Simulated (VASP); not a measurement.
A run of VASP 6.6.1 is set up as follows.

File INCAR:

```
PREC = Accurate
ENCUT = 520
EDIFF = 1E-6
ISMEAR = -1
SIGMA = 0.08
LREAL = False
LASPH = True
NELM = 80
ALGO = Normal
ISIF = 2
LWAVE = False
LCHARG = False
GGA = PE
NBANDS = 13
```

File KPOINTS:

```
regular mesh
0
Gamma
  15 15 15
```

POSCAR

```
Ge
1.0
    2.7103250929      0.0000000000      0.0000000000
    0.0000000000      2.7103250929      0.0000000000
    0.0000000000      0.0000000000      2.7103250929
Ge
1
Direct
    0.0000000000      0.0000000000      0.0000000000
```

Potentials or basis: VASP PAW PBE potentials, release 64 (Ge_d).

The run is started by

```bash
$ cat potpaw_PBE.64/Ge_d/POTCAR > POTCAR
$ mpirun -np 1 vasp_std > vasp.out
```

Task: Estimate the pressure.

Result: -0.1 GPa.

Task: What does it give for the band gap on the k mesh?

Result: Zero (band 7 reaches 12.50 eV, above the bottom of band 8 at 3.60 eV).
